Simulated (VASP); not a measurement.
# ReS2 in VASP: single point with LDA

Aim: the single point of ReS2 with LDA.

Program: VASP 6.6.1. These are calculated values, not measurements. Logs are shortened: lines on timing, memory, paths and dates and some standing lists are left out, and cuts for length are marked.

### Step 1. The cell of the first run

The cell holds a sheet with vacuum, 24 atoms: a = 6.294 Å, b = 6.398 Å, c = 23.000 Å, α = 90.00°, β = 90.00°, γ = 61.24°.

### Step 2. Single point, LDA

File INCAR:

```
SYSTEM = ReS2
PREC = Accurate
ENCUT = 520
EDIFF = 1E-7
ISMEAR = 0
SIGMA = 0.01
LREAL = Auto
LASPH = .True.
NELM = 80
ALGO = Normal
ISIF = 2
LWAVE = .False.
LCHARG = .False.
GGA = CA
NBANDS = 94
```

File KPOINTS:

```
regular mesh
0
Gamma
  4 4 1
  0 0 0
```

File POSCAR:

```
ReS2
1.0
    6.2935644895     -0.0070037520      0.0000000000
    3.0843858847      5.6060073116      0.0000000000
    0.0000000000      0.0000000000     23.0000000000
Re S
8 16
Direct
    0.1325468058      0.1857102495      0.3655570038
    0.2553899759      0.5603074154      0.3703379172
    0.7060514580      0.1583824771      0.3672382123
    0.6818775188      0.5873566105      0.3685767842
    0.9447110364      0.5714867965      0.6309664267
    1.0675541884      0.9460840320      0.6357473375
    1.5182234074      0.5444377055      0.6327275736
    1.4940495038      0.9734118000      0.6340661326
    0.8778976501      0.7768355018      0.3169534450
    0.3389202971      0.8085715809      0.3097477055
    0.0490833284      0.9374037363      0.4261839457
    0.0099926920      0.4779634983      0.4356323509
    0.5100356850      0.9690022918      0.4188456019
    0.8385478391      0.3149909072      0.2925151378
    0.5499847898      0.4297699698      0.4433540348
    0.3780221890      0.2679511787      0.3002196191
    1.6900652234      1.1627922819      0.5824587653
    1.1510175470      1.1943908571      0.5751204252
    0.8611805092      1.3232230690      0.6915566905
    0.8220787673      0.8638435537      0.7010846716
    1.3222032461      1.3549590049      0.6843509305
    1.6501162727      0.7020246548      0.5579502947
    1.3615531379      0.8168038584      0.7087892010
    1.1901083130      0.6538311998      0.5656719663
```

Potentials or basis: VASP PAW LDA potentials, release 64 (Re, S).

On the command line:

```sh
$ cat potpaw_LDA.64/Re/POTCAR potpaw_LDA.64/S/POTCAR > POTCAR
$ mpirun -np 1 vasp_std > vasp.out
```

OUTCAR:

```text
SYSTEM = ReS2
   PREC = Accurate
   ENCUT = 520
   EDIFF = 1E-7
   ISMEAR = 0
   LREAL = Auto
   LASPH = .True.
   NELM = 80
   ISIF = 2
   GGA = CA

 ion  position               nearest neighbor table
   1  0.133  0.186  0.366-  12 2.30  14 2.34  11 2.36  16 2.39  13 2.43  10 2.48   4 2.76   3 2.77
                             2 2.85
   2  0.255  0.560  0.370-  16 2.30  15 2.34  10 2.35  12 2.39   9 2.43  11 2.48   3 2.77   4 2.77
                             1 2.85
   3  0.706  0.158  0.367-  15 2.32  14 2.34  11 2.36  16 2.40  13 2.42   9 2.43   4 2.68   2 2.77
                             1 2.77
   4  0.682  0.587  0.369-  14 2.33  15 2.34  10 2.36  12 2.40   9 2.42  13 2.43   3 2.68   1 2.76
                             2 2.77
   5  0.945  0.571  0.631-  20 2.30  22 2.34  19 2.35  24 2.39  21 2.43  18 2.48   8 2.77   7 2.77
                             6 2.85
   6  0.068  0.946  0.636-  24 2.30  23 2.34  18 2.36  20 2.39  17 2.43  19 2.48   7 2.76   8 2.77
                             5 2.85
   7  0.518  0.544  0.633-  23 2.33  22 2.34  19 2.36  24 2.40  21 2.42  17 2.43   8 2.68   6 2.76
                             5 2.77
   8  0.494  0.973  0.634-  22 2.32  23 2.34  18 2.36  20 2.40  17 2.42  21 2.43   7 2.68   5 2.77
                             6 2.77
   9  0.878  0.777  0.317-   4 2.42   2 2.43   3 2.43
  10  0.339  0.809  0.310-   2 2.35   4 2.36   1 2.48
  11  0.049  0.937  0.426-   1 2.36   3 2.36   2 2.48
  12  0.010  0.478  0.436-   1 2.30   2 2.39   4 2.40
  13  0.510  0.969  0.419-   3 2.42   1 2.43   4 2.43
  14  0.839  0.315  0.293-   4 2.33   3 2.34   1 2.34
[... 8 lines left out ...]
  23  0.362  0.817  0.709-   7 2.33   8 2.34   6 2.34
  24  0.190  0.654  0.566-   6 2.30   5 2.39   7 2.40

  LATTYP: Found a simple monoclinic cell.
 ALAT       =     6.2935683865
 B/A-ratio  =     3.6545245221
 C/A-ratio  =     1.0166722370
 COS(beta)  =    -0.4810732475

  Lattice vectors:

 A1 = (   6.2935644895,  -0.0070037520,   0.0000000000)
 A2 = (   0.0000000000,   0.0000000000,  23.0000000000)
 A3 = (  -3.0843858847,  -5.6060073116,   0.0000000000)

Analysis of symmetry for initial positions (statically):
=====================================================================
 Subroutine PRICEL returns:
 Original cell was already a primitive cell.

 Routine SETGRP: Setting up the symmetry group for a
 simple monoclinic supercell.

 Subroutine GETGRP returns: Found  2 space group operations
 (whereof  1 operations were pure point group operations)
 out of a pool of  4 trial point group operations.

The static configuration has the point symmetry C_1 .
 The point group associated with its full space group is S_2 .

Analysis of symmetry for dynamics (positions and initial velocities):
=====================================================================
 Subroutine PRICEL returns:
 Original cell was already a primitive cell.

 Routine SETGRP: Setting up the symmetry group for a
 simple monoclinic supercell.

 Subroutine GETGRP returns: Found  2 space group operations
 (whereof  1 operations were pure point group operations)
 out of a pool of  4 trial point group operations.

The dynamic configuration has the point symmetry C_1 .
 The point group associated with its full space group is S_2 .

 Subroutine INISYM returns: Found  2 space group operations
 (whereof  1 operations are pure point group operations),
 and found     1 'primitive' translations

----------------------------------------------------------------------------------------

                                     Primitive cell

  volume of cell :     811.9775

  direct lattice vectors                    reciprocal lattice vectors
     6.293564489 -0.007003752  0.000000000     0.158795242 -0.087368028  0.000000000
     3.084385885  5.606007312  0.000000000     0.000198388  0.178270923  0.000000000
     0.000000000  0.000000000 23.000000000     0.000000000  0.000000000  0.043478261

  length of vectors
     6.293568387  6.398496250 23.000000000     0.181243210  0.178271033  0.043478261

  position of ions in fractional coordinates (direct lattice)
     0.132546806  0.185710249  0.365557004
     0.255389976  0.560307415  0.370337917
     0.706051458  0.158382477  0.367238212
     0.681877519  0.587356611  0.368576784
     0.944711036  0.571486796  0.630966427
     0.067554188  0.946084032  0.635747337
[... 16 lines left out ...]
     0.361553138  0.816803858  0.708789201
     0.190108313  0.653831200  0.565671966

  ion indices of the primitive-cell ions
   primitive index   ion index
                 1           1
                 2           2
                 3           3
                 4           4
                 5           5
                 6           6
[... 16 lines left out ...]
                23          23
                24          24

----------------------------------------------------------------------------------------

 KPOINTS: regular mesh

Automatic generation of k-mesh.
 Grid dimensions read from file:
 generate k-points for:    4    4    1

 Generating k-lattice:

  Cartesian coordinates                     Fractional coordinates (reciprocal lattice)
     0.039698810 -0.021842007  0.000000000     0.250000000  0.000000000  0.000000000
     0.000049597  0.044567731  0.000000000     0.000000000  0.250000000  0.000000000
     0.000000000  0.000000000  0.043478261     0.000000000  0.000000000  1.000000000

  Length of vectors
     0.045310802  0.044567758  0.043478261

  Shift w.r.t. Gamma in fractional coordinates (k-lattice)
     0.000000000  0.000000000  0.000000000

 Subroutine IBZKPT returns following result:
 ===========================================

 Found     10 irreducible k-points:

 Following reciprocal coordinates:
            Coordinates               Weight
  0.000000  0.000000  0.000000      1.000000
  0.250000 -0.000000  0.000000      2.000000
  0.500000 -0.000000  0.000000      1.000000
  0.000000  0.250000  0.000000      2.000000
  0.250000  0.250000  0.000000      2.000000
  0.500000  0.250000  0.000000      2.000000
 -0.250000  0.250000  0.000000      2.000000
  0.000000  0.500000  0.000000      1.000000
  0.250000  0.500000  0.000000      2.000000
  0.500000  0.500000  0.000000      1.000000
   k-points           NKPTS =     10   k-points in BZ     NKDIM =     10   number of bands    NBANDS=     94
   number of dos      NEDOS =    301   number of ions     NIONS =     24
   total plane-waves  NPLWV = 414720
   dimension x,y,z NGX =    48 NGY =   48 NGZ =  180
   dimension x,y,z NGXF=    96 NGYF=   96 NGZF=  360
   ions per type =               8  16
   NGX,Y,Z   is equivalent  to a cutoff of  12.68, 12.47, 13.01 a.u.
   NGXF,Y,Z  is equivalent  to a cutoff of  25.36, 24.94, 26.02 a.u.
 SYSTEM =  ReS2
   PREC   = accura    normal or accurate (medium, high low for compatibility)
   ISTART =      0    job   : 0-new  1-cont  2-samecut
   ICHARG =      2    charge: 1-file 2-atom 10-const
   ISPIN  =      1    spin polarized calculation?
   LNONCOLLINEAR =      F non collinear calculations
   LSORBIT =      F    spin-orbit coupling
   LASPH  =      T    aspherical Exc in radial PAW
   ENCUT  =  520.0 eV  38.22 Ry    6.18 a.u.  11.70 11.90 42.76*2*pi/ulx,y,z
   NELM   =     80;   NELMIN=  2; NELMDL= -5     # of ELM steps
   EDIFF  = 0.1E-06   stopping-criterion for ELM
   LREAL  =      T    real-space projection
   EDIFFG = 0.1E-05   stopping-criterion for IOM
   NSW    =      0    number of steps for IOM
   IBRION =     -1    ionic relax: 0-MD 1-quasi-New 2-CG
   NFREE  =      0    steps in history (QN), initial steepest desc. (CG)
   ISIF   =      2    stress and relaxation
   ISYM   =      2    0-nonsym 1-usesym 2-fastsym
   POTIM  = 0.5000    time-step for ionic-motion
   TEBEG  =    0.0;   TEEND  =   0.0 temperature during run
   PSTRESS=    0.0 pullay stress
   NELECT =     152.0000    total number of electrons
   NUPDOWN=      -1.0000    fix difference up-down
   EMIN   =  10.00;   EMAX   =-10.00  energy-range for DOS
   EFERMI =   0.00;   METHOD = LEGACY
   ISMEAR =     0;   SIGMA  =   0.01  broadening in eV -4-tet -1-fermi 0-gaus
   EFERMI_NEDOS =   21; number of points for ismear=-14 and -15
   IALGO  =     38    algorithm
   IMIX   =      4    mixing-type and parameters
     AMIX     =   0.40;   BMIX     =  1.00
     AMIX_MAG =   1.60;   BMIX_MAG =  1.00
  volume/ion in A,a.u.               =      33.83       228.31
  Fermi-wavevector in a.u.,A,eV,Ry     =   0.936501  1.769729 11.932761  0.877033
  Thomas-Fermi vector in A             =   2.063516
   LORBIT       =      0    0 simple, 1 ext, 2 COOP (PROOUT), +10 PAW based schemes
   GGA     = CA    functional components
   LHFCALC =     F    Hartree Fock is set to
   AEXX    =    0.0000 exact exchange contribution
   IVDW    =     0    specifies the selected vdW correction
   LEPSILON=     F    determine dielectric tensor
   LRPA    =     F    only Hartree local field effects (RPA)
 non-spin polarized calculation
 Gauss-broadening in eV      SIGMA  =   0.01
  energy-cutoff  :      520.00
  volume of cell :      811.98
 maximum number of plane-waves:     21898
 NGX is ok and might be reduce to    48
   NGX = 23   NGY = 23   NGZ = 85

 number of electron     151.9999999 magnetization

 Free energy of the ion-electron system (eV)
  ---------------------------------------------------
  ext. energy  EPLUGINS =         0.00000000
  ---------------------------------------------------
  free energy    TOTEN  =      -200.03421025 eV

  energy without entropy =     -200.03421025  energy(sigma->0) =     -200.03421025

 E-fermi :   0.1649     XC(G=0):  -6.2267

 val. band max:        0.0655804880   @ k =   0.0000   0.0000   0.0000
 cond. band min:       1.4687191565   @ k =   0.0000   0.0000   0.0000
 fundamental gap:      1.4031386685
 Fermi energy:         0.1649139488

 k-point     1 :       0.0000    0.0000    0.0000
  band No.  band energies     occupation
      1     -14.9650      2.00000
      2     -14.8724      2.00000
      3     -13.4901      2.00000
      4     -13.3443      2.00000
      5     -13.0355      2.00000
      6     -12.9969      2.00000
[... 899 lines left out ...]
     87       2.5733      0.00000
     88       2.6741      0.00000
 [bands above 88 left out]

------------------------ aborting loop because EDIFF is reached ----------------------------------------

  FORCE on cell =-STRESS in cart. coord.  units (eV):
  Direction    XX          YY          ZZ          XY          YZ          ZX
  --------------------------------------------------------------------------------------
  -------------------------------------------------------------------------------------
  Total        2.6432433      2.6768020      2.3933994     -0.0446705     -0.0631088     -0.0020327
  in kB        5.2155933      5.2818105      4.7226064     -0.0881429     -0.1245250     -0.0040109
  external PRESSURE =       5.0733367 kB  Pullay stress =       0.0000000 kB

 VOLUME and BASIS-vectors are now :
 -----------------------------------------------------------------------------
  energy-cutoff  :      520.00
  volume of cell :      811.98
      direct lattice vectors                 reciprocal lattice vectors
     6.293564489 -0.007003752  0.000000000     0.158795242 -0.087368028  0.000000000
     3.084385885  5.606007312  0.000000000     0.000198388  0.178270923  0.000000000
     0.000000000  0.000000000 23.000000000     0.000000000  0.000000000  0.043478261

 POSITION                                       TOTAL-FORCE (eV/Angst)
 -----------------------------------------------------------------------------------
      1.40699      1.04016      8.40781         0.020832     -0.025005     -0.014866
      3.33552      3.13930      8.51777        -0.018928      0.020468      0.012673
      4.93209      0.88295      8.44648        -0.011655     -0.047830     -0.007626
      6.10307      3.28795      8.47727         0.012679      0.042698      0.013194
      7.70829      3.19714     14.51223         0.018928     -0.020468     -0.012673
      3.34324      5.30328     14.62219        -0.020832      0.025005      0.014866
[... 16 lines left out ...]
      4.79480      4.57648     16.30215        -0.001579     -0.000760      0.166098
      3.21313      3.66405     13.01046        -0.000936     -0.034207     -0.139889
 -----------------------------------------------------------------------------------
    total drift:                               -0.003120     -0.008706     -0.001279

  FREE ENERGIE OF THE ION-ELECTRON SYSTEM (eV)
  ---------------------------------------------------
  free  energy   TOTEN  =      -200.0342102507 eV

  energy  without entropy=     -200.0342102507  energy(sigma->0) =     -200.03421025
```

It took 1.6 h on 1 thread of Oxide Virtual Turin-like, shared host; peak memory 0.82 GiB.

Results:

```yaml
Free_energy: -200.0342 eV
Largest_force: 0.179 eV/Å
Band_gap_on_the_k_mesh: 1.40 eV
```

Forces on the atoms (eV/Å):
```
Re   0.021 -0.025 -0.015
Re  -0.019  0.020  0.013
Re  -0.012 -0.048 -0.008
Re   0.013  0.043  0.013
Re   0.019 -0.020 -0.013
Re  -0.021  0.025  0.015
Re  -0.013 -0.043 -0.013
Re   0.012  0.048  0.008
S    0.005  0.009 -0.069
S   -0.005  0.047 -0.091
S    0.004 -0.048  0.095
S    0.001  0.034  0.140
S   -0.005 -0.012  0.077
S    0.002  0.001 -0.166
S   -0.002  0.004  0.178
S   -0.003 -0.033 -0.129
S    0.005  0.012 -0.077
S   -0.004  0.048 -0.095
S    0.005 -0.047  0.091
S    0.003  0.033  0.129
S   -0.005 -0.009  0.069
S    0.002 -0.004 -0.178
S   -0.002 -0.001  0.166
S   -0.001 -0.034 -0.140
```

Levels at points of the mesh, in eV from the valence-band top:
```csv
k point,band 74,band 75,band 76,band 77,band 78,band 79
"(0.00, 0.00, 0.00)",-0.22,-0.08,0.00,1.40,1.49,2.05
"(0.50, 0.00, 0.00)",-0.45,-0.37,-0.32,1.62,1.77,1.97
"(0.00, 0.50, 0.00)",-0.31,-0.16,-0.12,1.67,1.72,1.87
"(0.50, 0.50, 0.00)",-0.45,-0.38,-0.38,1.68,1.73,1.83
```

Caveat: spin-orbit coupling is left out, which moves the levels of the heavy elements.
